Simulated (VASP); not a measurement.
# MgO (P-1) in VASP: single point with PBEsol

Aim: the single point of MgO with PBEsol.

Everything below comes from runs of VASP 6.6.1. Logs are shortened: lines on timing, memory, paths and dates and some standing lists are left out, and cuts for length are marked.

## 1. The cell of the first run

The typed cell holds 4 atoms: a = 3.495 Å, b = 3.495 Å, c = 4.195 Å, α = 90.00°, β = 90.00°, γ = 120.00°.

## 2. Single point, PBEsol (atoms displaced along a vibrational mode)

File INCAR:

```
PREC = Accurate
ENCUT = 520
EDIFF = 1E-6
ISMEAR = 0
SIGMA = 0.05
LREAL = F
LASPH = T
NELM = 60
ALGO = Normal
ISIF = 2
LWAVE = F
LCHARG = F
GGA = PS
NBANDS = 16
```

File KPOINTS:

```
Automatic mesh
0
Gamma
  9 9 6
```

File POSCAR:

```
MgO
1.0
    3.4947663863      0.0000000000      0.0000000000
   -1.7473831932      3.0265564708      0.0000000000
    0.0000000000      0.0000000000      4.1947132299
Mg O
2 2
Direct
    0.6457210606      0.3333333333      0.7295456816
    0.3542789394      0.6666666667      0.2704543184
    0.6820886803      0.3333333333      0.2478545041
    0.3179113197      0.6666666667      0.7521454959
```

Potentials or basis: VASP PAW PBE potentials, release 64 (Mg, O).

Command:

```
$ cat potpaw_PBE.64/Mg/POTCAR potpaw_PBE.64/O/POTCAR > POTCAR
$ mpirun -np 1 vasp_std > vasp.out
```

OUTCAR:

```text
PREC = Accurate
   ENCUT = 520
   EDIFF = 1E-6
   ISMEAR = 0
   LREAL = F
   LASPH = T
   NELM = 60
   ISIF = 2
   GGA = PS

 ion  position               nearest neighbor table
   1  0.646  0.333  0.730-   4 2.00   4 2.02   3 2.02   4 2.04   3 2.18   2 2.70   2 2.79   2 2.88
                             2 2.95   2 3.04   2 3.12
   2  0.354  0.667  0.270-   3 2.00   3 2.02   4 2.02   3 2.04   4 2.18   1 2.70   1 2.79   1 2.88
                             1 2.95   1 3.04   1 3.12
   3  0.682  0.333  0.248-   2 2.00   2 2.02   1 2.02   2 2.04   1 2.18
   4  0.318  0.667  0.752-   1 2.00   1 2.02   2 2.02   1 2.04   2 2.18

  LATTYP: Found a hexagonal cell.
 ALAT       =     3.4947663863
 C/A-ratio  =     1.2002843012

  Lattice vectors:

 A1 = (   3.4947663863,   0.0000000000,   0.0000000000)
 A2 = (  -1.7473831932,   3.0265564708,   0.0000000000)
 A3 = (   0.0000000000,   0.0000000000,   4.1947132299)

Analysis of symmetry for initial positions (statically):
=====================================================================
 Subroutine PRICEL returns:
 Original cell was already a primitive cell.

 Routine SETGRP: Setting up the symmetry group for a
 hexagonal supercell.

 Subroutine GETGRP returns: Found  2 space group operations
 (whereof  2 operations were pure point group operations)
 out of a pool of 24 trial point group operations.

The static configuration has the point symmetry S_2 .

Analysis of symmetry for dynamics (positions and initial velocities):
=====================================================================
 Subroutine PRICEL returns:
 Original cell was already a primitive cell.

 Routine SETGRP: Setting up the symmetry group for a
 hexagonal supercell.

 Subroutine GETGRP returns: Found  2 space group operations
 (whereof  2 operations were pure point group operations)
 out of a pool of 24 trial point group operations.

The dynamic configuration has the point symmetry S_2 .

 Subroutine INISYM returns: Found  2 space group operations
 (whereof  2 operations are pure point group operations),
 and found     1 'primitive' translations

----------------------------------------------------------------------------------------

                                     Primitive cell

  volume of cell :      44.3679

  direct lattice vectors                    reciprocal lattice vectors
     3.494766386  0.000000000  0.000000000     0.286142159  0.165204253  0.000000000
    -1.747383193  3.026556471  0.000000000     0.000000000  0.330408505  0.000000000
     0.000000000  0.000000000  4.194713230     0.000000000  0.000000000  0.238395319

  length of vectors
     3.494766386  3.494766386  4.194713230     0.330408505  0.330408505  0.238395319

  position of ions in fractional coordinates (direct lattice)
     0.645721061  0.333333333  0.729545682
     0.354278939  0.666666667  0.270454318
     0.682088680  0.333333333  0.247854504
     0.317911320  0.666666667  0.752145496

  ion indices of the primitive-cell ions
   primitive index   ion index
                 1           1
                 2           2
                 3           3
                 4           4

----------------------------------------------------------------------------------------

 KPOINTS: Automatic mesh

Automatic generation of k-mesh.
 Grid dimensions read from file:
 generate k-points for:    9    9    6

 Generating k-lattice:

  Cartesian coordinates                     Fractional coordinates (reciprocal lattice)
     0.031793573  0.018356028  0.000000000     0.111111111  0.000000000  0.000000000
     0.000000000  0.036712056  0.000000000     0.000000000  0.111111111  0.000000000
     0.000000000  0.000000000  0.039732553     0.000000000  0.000000000  0.166666667

  Length of vectors
     0.036712056  0.036712056  0.039732553

  Shift w.r.t. Gamma in fractional coordinates (k-lattice)
     0.000000000  0.000000000  0.000000000

 Subroutine IBZKPT returns following result:
 ===========================================

 Found    244 irreducible k-points:

 Following reciprocal coordinates:
            Coordinates               Weight
  0.000000  0.000000  0.000000      1.000000
  0.111111  0.000000  0.000000      2.000000
  0.000000  0.111111  0.000000      2.000000
 -0.111111  0.111111  0.000000      2.000000
  0.222222  0.000000  0.000000      2.000000
  0.000000  0.222222  0.000000      2.000000
[... 16 lines left out ...]
  0.333333  0.111111  0.000000      2.000000
 -0.111111  0.444444  0.000000      2.000000
 [... further k-points ...]
   k-points           NKPTS =    244   k-points in BZ     NKDIM =    244   number of bands    NBANDS=     16
   number of dos      NEDOS =    301   number of ions     NIONS =      4
   total plane-waves  NPLWV =  25088
   dimension x,y,z NGX =    28 NGY =   28 NGZ =   32
   dimension x,y,z NGXF=    56 NGYF=   56 NGZF=   64
   ions per type =               2   2
   NGX,Y,Z   is equivalent  to a cutoff of  13.32, 13.32, 12.68 a.u.
   NGXF,Y,Z  is equivalent  to a cutoff of  26.64, 26.64, 25.36 a.u.
 SYSTEM =  unknown system
   PREC   = accura    normal or accurate (medium, high low for compatibility)
   ISTART =      0    job   : 0-new  1-cont  2-samecut
   ICHARG =      2    charge: 1-file 2-atom 10-const
   ISPIN  =      1    spin polarized calculation?
   LNONCOLLINEAR =      F non collinear calculations
   LSORBIT =      F    spin-orbit coupling
   LASPH  =      T    aspherical Exc in radial PAW
   ENCUT  =  520.0 eV  38.22 Ry    6.18 a.u.   6.50  6.50  7.80*2*pi/ulx,y,z
   NELM   =     60;   NELMIN=  2; NELMDL= -5     # of ELM steps
   EDIFF  = 0.1E-05   stopping-criterion for ELM
   LREAL  =      F    real-space projection
   EDIFFG = 0.1E-04   stopping-criterion for IOM
   NSW    =      0    number of steps for IOM
   IBRION =     -1    ionic relax: 0-MD 1-quasi-New 2-CG
   NFREE  =      0    steps in history (QN), initial steepest desc. (CG)
   ISIF   =      2    stress and relaxation
   ISYM   =      2    0-nonsym 1-usesym 2-fastsym
   POTIM  = 0.5000    time-step for ionic-motion
   TEBEG  =    0.0;   TEEND  =   0.0 temperature during run
   PSTRESS=    0.0 pullay stress
   NELECT =      16.0000    total number of electrons
   NUPDOWN=      -1.0000    fix difference up-down
   EMIN   =  10.00;   EMAX   =-10.00  energy-range for DOS
   EFERMI =   0.00;   METHOD = LEGACY
   ISMEAR =     0;   SIGMA  =   0.05  broadening in eV -4-tet -1-fermi 0-gaus
   EFERMI_NEDOS =   21; number of points for ismear=-14 and -15
   IALGO  =     38    algorithm
   IMIX   =      4    mixing-type and parameters
     AMIX     =   0.40;   BMIX     =  1.00
     AMIX_MAG =   1.60;   BMIX_MAG =  1.00
  volume/ion in A,a.u.               =      11.09        74.85
  Fermi-wavevector in a.u.,A,eV,Ry     =   1.165266  2.202034 18.474602  1.357845
  Thomas-Fermi vector in A             =   2.301794
   LORBIT       =      0    0 simple, 1 ext, 2 COOP (PROOUT), +10 PAW based schemes
   GGA     = PS    functional components
   LHFCALC =     F    Hartree Fock is set to
   AEXX    =    0.0000 exact exchange contribution
   IVDW    =     0    specifies the selected vdW correction
   LEPSILON=     F    determine dielectric tensor
   LRPA    =     F    only Hartree local field effects (RPA)
 non-spin polarized calculation
 Gauss-broadening in eV      SIGMA  =   0.05
  energy-cutoff  :      520.00
  volume of cell :       44.37
 maximum number of plane-waves:      1228
 NGX is ok and might be reduce to    28
   NGX = 13   NGY = 13   NGZ = 15

 number of electron      15.9999997 magnetization

 Free energy of the ion-electron system (eV)
  ---------------------------------------------------
  ext. energy  EPLUGINS =         0.00000000
  ---------------------------------------------------
  free energy    TOTEN  =       -24.59306956 eV

  energy without entropy =      -24.59306956  energy(sigma->0) =      -24.59306956

 E-fermi :   2.0389     XC(G=0): -10.2727

 val. band max:        1.8381812405   @ k =   0.0000   0.0000   0.0000
 cond. band min:       5.0608835545   @ k =   0.0000   0.0000   0.0000
 fundamental gap:      3.2227023140
 Fermi energy:         2.0389370085

 k-point     1 :       0.0000    0.0000    0.0000
  band No.  band energies     occupation
      1     -15.0083      2.00000
      2     -13.6007      2.00000
      3      -1.8216      2.00000
      4       0.0520      2.00000
      5       0.1382      2.00000
      6       0.8908      2.00000
[... 8 lines left out ...]
     15      17.2013      0.00000
     16      17.4526      0.00000

 k-point     2 :       0.1111    0.0000    0.0000
  band No.  band energies     occupation
      1     -14.9458      2.00000
      2     -13.6135      2.00000
      3      -1.7219      2.00000
      4      -0.1238      2.00000
      5       0.0238      2.00000
      6       0.7714      2.00000
[... 8 lines left out ...]
     15      16.8011      0.00000
     16      16.9626      0.00000

 k-point     3 :       0.0000    0.1111    0.0000
  band No.  band energies     occupation
      1     -14.9472      2.00000
      2     -13.6111      2.00000
      3      -1.7247      2.00000
      4      -0.1213      2.00000
      5       0.0146      2.00000
      6       0.6802      2.00000
[... 8 lines left out ...]
     15      16.6627      0.00000
     16      17.0932      0.00000

 k-point     4 :      -0.1111    0.1111    0.0000
  band No.  band energies     occupation
      1     -14.9486      2.00000
      2     -13.6085      2.00000
      3      -1.7278      2.00000
      4      -0.1043      2.00000
      5      -0.0196      2.00000
      6       0.6232      2.00000
[... 8 lines left out ...]
     15      16.6613      0.00000
     16      17.0496      0.00000
[... 324 lines left out ...]
 k-point    22 :       0.3333   -0.1111    0.0000
  band No.  band energies     occupation
      1     -14.6256      2.00000
      2     -13.7036      2.00000
      3      -1.1787      2.00000
      4      -1.0190      2.00000
      5      -0.5122      2.00000
      6       0.2179      2.00000
[... 8 lines left out ...]
     15      15.9574      0.00000
     16      16.1788      0.00000

 k-point    23 :       0.3333    0.1111    0.0000
  band No.  band energies     occupation
      1     -14.3724      2.00000
      2     -13.8368      2.00000
      3      -1.4848      2.00000
      4      -0.6858      2.00000
      5      -0.5547      2.00000
      6      -0.0764      2.00000
[... 8 lines left out ...]
     15      15.7963      0.00000
     16      16.4718      0.00000

 k-point    24 :      -0.1111    0.4444    0.0000
  band No.  band energies     occupation
      1     -14.4103      2.00000
      2     -13.7876      2.00000
      3      -1.6007      2.00000
      4      -0.7682      2.00000
      5      -0.5530      2.00000
      6      -0.0210      2.00000
[... 8 lines left out ...]
     15      16.4057      0.00000
     16      16.6491      0.00000

 [... further k-points ...]
[... 5 lines left out ...]
  --------------------------------------------------------------------------------------
  -------------------------------------------------------------------------------------
  Total       -0.1266342     -0.0167360      0.4332399     -0.2072698     -0.0271405      0.1658646
  in kB       -4.5729084     -0.6043569     15.6447936     -7.4847535     -0.9800735      5.9895636
  external PRESSURE =       3.4891761 kB  Pullay stress =       0.0000000 kB

 VOLUME and BASIS-vectors are now :
 -----------------------------------------------------------------------------
  energy-cutoff  :      520.00
  volume of cell :       44.37
      direct lattice vectors                 reciprocal lattice vectors
     3.494766386  0.000000000  0.000000000     0.286142159  0.165204253  0.000000000
    -1.747383193  3.026556471  0.000000000     0.000000000  0.330408505  0.000000000
     0.000000000  0.000000000  4.194713230     0.000000000  0.000000000  0.238395319

 POSITION                                       TOTAL-FORCE (eV/Angst)
 -----------------------------------------------------------------------------------
      1.67418      1.00885      3.06023         0.560615     -0.051429      1.299622
      0.07320      2.01770      1.13448        -0.560615      0.051429     -1.299622
      1.80128      1.00885      1.03968        -0.261616     -0.013862      0.085511
     -0.05390      2.01770      3.15503         0.261616      0.013862     -0.085511
 -----------------------------------------------------------------------------------
    total drift:                               -0.000000      0.000000     -0.000000

  FREE ENERGIE OF THE ION-ELECTRON SYSTEM (eV)
  ---------------------------------------------------
  free  energy   TOTEN  =       -24.5930695581 eV

  energy  without entropy=      -24.5930695581  energy(sigma->0) =      -24.59306956
```

Wall time 2.4 min (1 thread of AMD EPYC 7R13, shared host); peak memory 0.26 GiB.

What came out:

```yaml
Free_energy: -24.5931 eV
Pressure: 0.3 GPa
Largest_force: 1.416 eV/Å
Band_gap_on_the_k_mesh: 3.22 eV
```

Forces in eV/Å, atoms in the order of the input:
```
Mg   0.561 -0.051  1.300
Mg  -0.561  0.051 -1.300
O   -0.262 -0.014  0.086
O    0.262  0.014 -0.086
```

Caveat: the cell differs from its parent crystal (atoms displaced along a vibrational mode); the PAW data sets were made with another functional, which shifts forces and pressure a little.
